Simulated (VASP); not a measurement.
Set up this calculation in VASP 6.6.1, as the native input.

| Item | Value |
| --- | --- |
| Task | electric field gradients |
| Functional | PBEsol |
| Potentials or basis | VASP PAW PBE potentials, release 64 (Zr_sv, C) |
| Cutoff | 520 eV |
| k mesh | 15 × 15 × 15 |
| Occupations | fermi-dirac, width 0.05 eV |
| Spin | no spin polarisation |
| Dipole correction | no |
| Further INCAR settings | ALGO = Normal; EDIFF = 1e-08; NBANDS = 15 |

The structure of ZrC lies in POSCAR:

```
ZrC
1.0
    0.0000000000      2.3657747582      2.3657747582
    2.3657747582      0.0000000000      2.3657747582
    2.3657747582      2.3657747582      0.0000000000
Zr C
1 1
Direct
    0.5000000000      0.5000000000      0.5000000000
    0.0000000000      0.0000000000      0.0000000000
```

The input as run:

INCAR

```
  PREC = Accurate
  ENCUT = 520
  EDIFF = 1E-8
  ISMEAR = -1
  SIGMA = 0.05
  LREAL = False
  LASPH = True
  NELM = 80
  ALGO = Normal
  ISIF = 2
  LWAVE = False
  LCHARG = False
  GGA = PS
  LEFG = True
  NBANDS = 15
```

KPOINTS

```
regular mesh
0
Gamma
  15 15 15
```

Potentials or basis: VASP PAW PBE potentials, release 64 (Zr_sv, C).

Launch:

```bash
$ cat potpaw_PBE.64/Zr_sv/POTCAR potpaw_PBE.64/C/POTCAR > POTCAR
$ mpirun -np 1 vasp_std > vasp.out
```

It gave:

The pressure is -8.4 GPa. The band gap on the k mesh is zero (bands 8 and 9 overlap by 1.31 eV) and the largest electric field gradient by atom is under 0.05 V/Å² on every atom.

Caveat: the cell stands under tension; the PAW data sets were made with another functional, which shifts forces and pressure a little.

Wall time 110 s on 1 thread of Intel Xeon 8259CL, with other jobs on the host, peak memory 0.19 GiB.
